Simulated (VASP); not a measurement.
# Zr (P6_3/mmc) in VASP: a series of runs, part 2 of 2

VASP 6.6.1. Earlier steps stand in the parts before.

## (4) Single point, revPBE

This run uses another cell than the first one, of 23.81 Å³/atom, 1.087 times its volume.

INCAR

```
  ALGO = Normal
  EDIFF = 1E-6
  ENCUT = 520
  GGA = RE
  ISIF = 2
  ISMEAR = -1
  LASPH = T
  LCHARG = F
  LREAL = F
  LWAVE = F
  NBANDS = 19
  NELM = 100
  PREC = Accurate
  SIGMA = 0.1
```

KPOINTS

```
k-points
0
Gamma
  18 18 10
```

POSCAR

```
Zr
1.0
    3.2522339613      0.0000000000      0.0000000000
   -1.6261169806      2.8165172295      0.0000000000
    0.0000000000      0.0000000000      5.1990389904
Zr
2
Direct
    0.3333333333      0.6666666667      0.2500000000
    0.6666666667      0.3333333333      0.7500000000
```

Potentials or basis: VASP PAW PBE potentials, release 64 (Zr_sv).

The run is started by

```bash
$ cat potpaw_PBE.64/Zr_sv/POTCAR > POTCAR
$ mpirun -np 1 vasp_std > vasp.out
```

OUTCAR:

```text
EDIFF = 1E-6
   ENCUT = 520
   GGA = RE
   ISIF = 2
   ISMEAR = -1
   LASPH = T
   LREAL = F
   NELM = 100
   PREC = Accurate

 ion  position               nearest neighbor table
   1  0.333  0.667  0.250-   2 3.21   2 3.21   2 3.21   2 3.21   2 3.21   2 3.21
   2  0.667  0.333  0.750-   1 3.21   1 3.21   1 3.21   1 3.21   1 3.21   1 3.21

  LATTYP: Found a hexagonal cell.
 ALAT       =     3.2522339613
 C/A-ratio  =     1.5986054670

  Lattice vectors:

 A1 = (   3.2522339613,   0.0000000000,   0.0000000000)
 A2 = (  -1.6261169806,   2.8165172295,   0.0000000000)
 A3 = (   0.0000000000,   0.0000000000,   5.1990389904)

Analysis of symmetry for initial positions (statically):
=====================================================================
 Subroutine PRICEL returns:
 Original cell was already a primitive cell.

 Routine SETGRP: Setting up the symmetry group for a
 hexagonal supercell.

 Subroutine GETGRP returns: Found 24 space group operations
[... 152 lines left out ...]
  volume of cell :       47.62
 maximum number of plane-waves:      1308
   NGX = 13   NGY = 13   NGZ = 19

 number of electron      24.0000001 magnetization

 Free energy of the ion-electron system (eV)
  ---------------------------------------------------
  ext. energy  EPLUGINS =         0.00000000
  ---------------------------------------------------
  free energy    TOTEN  =       -16.39844651 eV

  energy without entropy =      -16.32791154  energy(sigma->0) =      -16.36317903

 E-fermi :   8.7826     XC(G=0): -10.9257

 val. band max:        8.7773016927   @ k =   0.3333   0.2222   0.5000
 cond. band min:       8.7828920387   @ k =   0.3889   0.1667   0.3000
 fundamental gap:      0.0055903460
 Fermi energy:         8.7825650068

 k-point     1 :       0.0000    0.0000    0.0000
  band No.  band energies     occupation
      1     -40.0941      2.00000
      2     -39.9560      2.00000
      3     -18.5690      2.00000
      4     -17.7662      2.00000
      5     -17.7662      2.00000
      6     -17.6434      2.00000
[... 505 lines left out ...]
      6     -17.9935      2.00000
[... 11 lines left out ...]
     18      13.7578      0.00000
     19      14.5295      0.00000

 [... further k-points ...]
[... 5 lines left out ...]
  --------------------------------------------------------------------------------------
  -------------------------------------------------------------------------------------
  Total       -0.0112995     -0.0112995      0.0184873     -0.0000000      0.0000000      0.0000000
  in kB       -0.3801472     -0.3801472      0.6219675     -0.0000000      0.0000000      0.0000000
  external PRESSURE =      -0.0461090 kB  Pullay stress =       0.0000000 kB

 VOLUME and BASIS-vectors are now :
 -----------------------------------------------------------------------------
  energy-cutoff  :      520.00
  volume of cell :       47.62
      direct lattice vectors                 reciprocal lattice vectors
     3.252233961  0.000000000  0.000000000     0.307480954  0.177524211  0.000000000
    -1.626116981  2.816517230  0.000000000     0.000000000  0.355048423  0.000000000
     0.000000000  0.000000000  5.199038990     0.000000000  0.000000000  0.192343239

 POSITION                                       TOTAL-FORCE (eV/Angst)
 -----------------------------------------------------------------------------------
     -0.00000      1.87768      1.29976         0.000000     -0.000000      0.000000
      1.62612      0.93884      3.89928        -0.000000      0.000000      0.000000
 -----------------------------------------------------------------------------------
    total drift:                                0.000000     -0.000000      0.000000

  FREE ENERGIE OF THE ION-ELECTRON SYSTEM (eV)
  ---------------------------------------------------
  free  energy   TOTEN  =       -16.3984465123 eV

  energy  without entropy=      -16.3279115417  energy(sigma->0) =      -16.36317903
```

Wall time 47 s (1 thread of Intel Xeon 6975P-C (Granite Rapids), shared host); peak memory 0.28 GiB.

Results:

| Quantity | Value |
| --- | --- |
| Free energy | -16.3984 eV |
| Pressure | 0.0 GPa |
| Band gap on the k mesh | zero (band 12 reaches 9.69 eV, above the bottom of band 13 at 8.54 eV) |

Caveat: the PAW data sets were made with another functional, which shifts forces and pressure a little.

## (5) Single point, revPBE (volume scaled by 1.04)

INCAR

```
PREC = Accurate
ENCUT = 520
EDIFF = 1E-6
ISMEAR = -1
SIGMA = 0.1
LREAL = F
LASPH = T
NELM = 80
ALGO = Normal
ISIF = 2
LWAVE = F
LCHARG = F
GGA = RE
NBANDS = 19
```

KPOINTS

```
Automatic mesh
0
Gamma
  18 18 10
```

POSCAR

```
Zr
1.0
    3.2950314213      0.0000000000      0.0000000000
   -1.6475157106      2.8535809171      0.0000000000
    0.0000000000      0.0000000000      5.2674552439
Zr
2
Direct
    0.3333333333      0.6666666667      0.2500000000
    0.6666666667      0.3333333333      0.7500000000
```

The run is started by

```bash
$ cat potpaw_PBE.64/Zr_sv/POTCAR > POTCAR
$ mpirun -np 1 vasp_std > vasp.out
```

Run time: 92 s. Hardware: 1 thread of Intel Xeon 6975P-C (Granite Rapids), shared host; peak memory 0.3 GiB.

The run converged. Its results:

```yaml
Free_energy: -16.3790 eV
Pressure: -3.3 GPa
Band_gap_on_the_k_mesh: zero (band 12 reaches 9.25 eV, above the bottom of band 13 at 8.10 eV)
```

Stress tensor (GPa, compression positive):
```
-3.28  0.00  0.00
 0.00 -3.28  0.00
 0.00  0.00 -3.38
```

Levels at points of the mesh, in eV from the Fermi level:
```tsv
k point	band 9	band 10	band 11	band 12	band 13	band 14	band 15	band 16
(0.00, 0.00, 0.00)	-5.51	-2.84	0.89	0.89	0.94	0.99	1.51	1.51
(0.50, 0.00, 0.00)	-2.40	-2.33	-1.94	-0.30	0.60	0.73	1.37	4.59
(0.00, 0.00, 0.50)	-3.89	-3.89	0.06	0.06	0.80	0.80	0.80	0.80
(0.50, 0.00, 0.50)	-2.66	-2.66	-0.93	-0.93	1.44	1.44	2.13	2.13
```

Caveat: the cell differs from its parent crystal (volume scaled by 1.04); the PAW data sets were made with another functional, which shifts forces and pressure a little.

## (6) Single point, revPBE (volume scaled by 1.08)

INCAR

```
SYSTEM = Zr
PREC = Accurate ; ENCUT = 520
EDIFF = 1E-6 ; ISMEAR = -1
SIGMA = 0.1 ; LREAL = .FALSE.
LASPH = .TRUE. ; NELM = 100
ALGO = Normal ; ISIF = 2
LWAVE = .FALSE. ; LCHARG = .FALSE.
GGA = RE ; NBANDS = 19
```

KPOINTS

```
regular mesh
0
G
  18 18 10
  0 0 0
```

POSCAR

```
Zr
1.0
    3.3367451081      0.0000000000      0.0000000000
   -1.6683725540      2.8897060295      0.0000000000
    0.0000000000      0.0000000000      5.3341389716
Zr
2
Direct
    0.3333333333      0.6666666667      0.2500000000
    0.6666666667      0.3333333333      0.7500000000
```

Potentials or basis: VASP PAW PBE potentials, release 64 (Zr_sv).

The run is started by

```bash
$ cat potpaw_PBE.64/Zr_sv/POTCAR > POTCAR
$ mpirun -np 1 vasp_std > vasp.out
```

OUTCAR:

```text
SYSTEM = Zr
   PREC = Accurate
   ENCUT = 520
   EDIFF = 1E-6
   ISMEAR = -1
   LREAL = .FALSE.
   LASPH = .TRUE.
   NELM = 100
   ISIF = 2
   GGA = RE

 ion  position               nearest neighbor table
   1  0.333  0.667  0.250-   2 3.29   2 3.29   2 3.29   2 3.29   2 3.29   2 3.29
   2  0.667  0.333  0.750-   1 3.29   1 3.29   1 3.29   1 3.29   1 3.29   1 3.29

  LATTYP: Found a hexagonal cell.
 ALAT       =     3.3367451081
 C/A-ratio  =     1.5986054669

  Lattice vectors:

 A1 = (   3.3367451081,   0.0000000000,   0.0000000000)
 A2 = (  -1.6683725540,   2.8897060295,   0.0000000000)
 A3 = (   0.0000000000,   0.0000000000,   5.3341389716)

Analysis of symmetry for initial positions (statically):
=====================================================================
 Subroutine PRICEL returns:
 Original cell was already a primitive cell.

 Routine SETGRP: Setting up the symmetry group for a
 hexagonal supercell.

 Subroutine GETGRP returns: Found 24 space group operations
 (whereof 12 operations were pure point group operations)
 out of a pool of 24 trial point group operations.

The static configuration has the point symmetry D_3d.
 The point group associated with its full space group is D_6h.

Analysis of symmetry for dynamics (positions and initial velocities):
=====================================================================
 Subroutine PRICEL returns:
 Original cell was already a primitive cell.

 Routine SETGRP: Setting up the symmetry group for a
 hexagonal supercell.

 Subroutine GETGRP returns: Found 24 space group operations
 (whereof 12 operations were pure point group operations)
 out of a pool of 24 trial point group operations.

The dynamic configuration has the point symmetry D_3d.
 The point group associated with its full space group is D_6h.

[... 105 lines left out ...]
   ISYM   =      2    0-nonsym 1-usesym 2-fastsym
   POTIM  = 0.5000    time-step for ionic-motion
   TEBEG  =    0.0;   TEEND  =   0.0 temperature during run
   PSTRESS=    0.0 pullay stress
   NELECT =      24.0000    total number of electrons
   NUPDOWN=      -1.0000    fix difference up-down
   EMIN   =  10.00;   EMAX   =-10.00  energy-range for DOS
   EFERMI =   0.00;   METHOD = LEGACY
   ISMEAR =    -1;   SIGMA  =   0.10  broadening in eV -4-tet -1-fermi 0-gaus
   EFERMI_NEDOS =   21; number of points for ismear=-14 and -15
   IALGO  =     38    algorithm
   IMIX   =      4    mixing-type and parameters
     AMIX     =   0.40;   BMIX     =  1.00
     AMIX_MAG =   1.60;   BMIX_MAG =  1.00
  volume/ion in A,a.u.               =      25.72       173.54
  Fermi-wavevector in a.u.,A,eV,Ry     =   1.269789  2.399553 21.937546  1.612364
  Thomas-Fermi vector in A             =   2.402811
   LORBIT       =      0    0 simple, 1 ext, 2 COOP (PROOUT), +10 PAW based schemes
   GGA     = RE    functional components
   LHFCALC =     F    Hartree Fock is set to
   AEXX    =    0.0000 exact exchange contribution
   IVDW    =     0    specifies the selected vdW correction
   LEPSILON=     F    determine dielectric tensor
   LRPA    =     F    only Hartree local field effects (RPA)
 non-spin polarized calculation
  energy-cutoff  :      520.00
  volume of cell :       51.43
 maximum number of plane-waves:      1412
 NGX is ok and might be reduce to    28
   NGX = 13   NGY = 13   NGZ = 19

 number of electron      24.0000000 magnetization

 Free energy of the ion-electron system (eV)
  ---------------------------------------------------
  ext. energy  EPLUGINS =         0.00000000
  ---------------------------------------------------
  free energy    TOTEN  =       -16.32347604 eV

  energy without entropy =      -16.24769639  energy(sigma->0) =      -16.28558622

 E-fermi :   7.9690     XC(G=0): -10.5827

 val. band max:        7.9658920516   @ k =   0.3333   0.2778   0.4000
 cond. band min:       7.9702275444   @ k =   0.0556   0.0556   0.2000
 fundamental gap:      0.0043354928
 Fermi energy:         7.9689553423

 k-point     1 :       0.0000    0.0000    0.0000
  band No.  band energies     occupation
      1     -41.0800      2.00000
      2     -40.9807      2.00000
      3     -19.4339      2.00000
      4     -18.8083      2.00000
      5     -18.8083      2.00000
      6     -18.7164      2.00000
[... 505 lines left out ...]
      6     -18.9837      2.00000
[... 11 lines left out ...]
     18      12.5004      0.00000
     19      13.1797      0.00000

 [... further k-points ...]
[... 5 lines left out ...]
  --------------------------------------------------------------------------------------
  -------------------------------------------------------------------------------------
  Total       -1.9284329     -1.9284329     -2.0090792     -0.0000000      0.0000000      0.0000000
  in kB      -60.0722764    -60.0722764    -62.5844751     -0.0000000      0.0000000      0.0000000
  external PRESSURE =     -60.9096760 kB  Pullay stress =       0.0000000 kB

 VOLUME and BASIS-vectors are now :
 -----------------------------------------------------------------------------
  energy-cutoff  :      520.00
  volume of cell :       51.43
      direct lattice vectors                 reciprocal lattice vectors
     3.336745108  0.000000000  0.000000000     0.299693254  0.173027981  0.000000000
    -1.668372554  2.889706030  0.000000000     0.000000000  0.346055962  0.000000000
     0.000000000  0.000000000  5.334138972     0.000000000  0.000000000  0.187471681

 POSITION                                       TOTAL-FORCE (eV/Angst)
 -----------------------------------------------------------------------------------
     -0.00000      1.92647      1.33353         0.000000      0.000000      0.000000
      1.66837      0.96324      4.00060        -0.000000     -0.000000      0.000000
 -----------------------------------------------------------------------------------
    total drift:                                0.000000     -0.000000      0.000000

  FREE ENERGIE OF THE ION-ELECTRON SYSTEM (eV)
  ---------------------------------------------------
  free  energy   TOTEN  =       -16.3234760403 eV

  energy  without entropy=      -16.2476963906  energy(sigma->0) =      -16.28558622
```

OSZICAR:

```text
N       E                     dE             d eps       ncg     rms          rms(c)
DAV:   1     0.212301299951E+03    0.21230E+03   -0.13101E+04  8452   0.124E+03
DAV:   2    -0.142966570156E+01   -0.21373E+03   -0.20997E+03  9902   0.361E+02
DAV:   3    -0.167100585659E+02   -0.15280E+02   -0.15138E+02 15228   0.691E+01
DAV:   4    -0.171116937484E+02   -0.40164E+00   -0.40108E+00 10096   0.116E+01
DAV:   5    -0.171247129327E+02   -0.13019E-01   -0.13016E-01 12640   0.144E+00    0.116E+01
DAV:   6    -0.164489075219E+02    0.67581E+00   -0.11019E+00  9160   0.767E+00    0.425E+00
DAV:   7    -0.163168017798E+02    0.13211E+00   -0.64713E-01 11639   0.518E+00    0.116E+00
DAV:   8    -0.163233597152E+02   -0.65579E-02   -0.42671E-02 11406   0.143E+00    0.272E-01
DAV:   9    -0.163235318893E+02   -0.17217E-03   -0.25826E-03 10005   0.440E-01    0.357E-02
DAV:  10    -0.163234740739E+02    0.57815E-04   -0.74395E-05 11366   0.493E-02    0.251E-02
DAV:  11    -0.163234758418E+02   -0.17679E-05   -0.13807E-05  9819   0.389E-02    0.344E-03
DAV:  12    -0.163234760403E+02   -0.19856E-06   -0.33048E-07  5502   0.428E-03
   1 F= -.16323476E+02 E0= -.16285586E+02  d E =-.757796E-01
```

It took 85 s on 1 thread of Intel Xeon 6975P-C (Granite Rapids), shared host; peak memory 0.31 GiB.

Results:

```
Free energy            : -16.3235 eV
Pressure               : -6.1 GPa
Band gap on the k mesh : zero (band 12 reaches 8.84 eV, above the bottom of band 13 at 7.70 eV)
```

Levels at points of the mesh, in eV from the Fermi level:
| k point | band 10 | band 11 | band 12 | band 13 | band 14 | band 15 |
| --- | --- | --- | --- | --- | --- | --- |
| (0.00, 0.00, 0.00) | -2.75 | 0.83 | 0.87 | 0.87 | 0.96 | 1.46 |
| (0.50, 0.00, 0.00) | -2.21 | -1.84 | -0.36 | 0.60 | 0.69 | 1.31 |
| (0.00, 0.00, 0.50) | -3.86 | 0.07 | 0.07 | 0.79 | 0.79 | 0.79 |
| (0.50, 0.00, 0.50) | -2.56 | -0.87 | -0.87 | 1.32 | 1.32 | 2.06 |

Caveat: the cell differs from its parent crystal (volume scaled by 1.08); the PAW data sets were made with another functional, which shifts forces and pressure a little.

## (7) The runs side by side

| cell | gap on the mesh (eV) | pressure (GPa) |
| --- | --- | --- |
| a = 3.163, b = 3.163, c = 5.057 Å, angles 90.0, 90.0, 120.0°, 2 atoms | none | 8.6 |
| a = 3.208, b = 3.208, c = 5.129 Å, angles 90.0, 90.0, 120.0°, 2 atoms | none | 3.9 |
| a = 3.252, b = 3.252, c = 5.199 Å, angles 90.0, 90.0, 120.0°, 2 atoms | none | 0.0 |
| a = 3.295, b = 3.295, c = 5.267 Å, angles 90.0, 90.0, 120.0°, 2 atoms | none | -3.3 |
| a = 3.337, b = 3.337, c = 5.334 Å, angles 90.0, 90.0, 120.0°, 2 atoms | none | -6.1 |

Alike in all rows: task single point; level revPBE; potentials or basis VASP PAW PBE potentials, release 64 (Zr_sv); no spin polarisation; k mesh 18 × 18 × 10; cutoff (eV) 520; smearing fermi-dirac 0.1 eV.

Caveats: the PAW data sets were made with another functional, which shifts forces and pressure a little.

Total energies depend on the potentials used, so only differences within one code and one set of settings carry meaning.
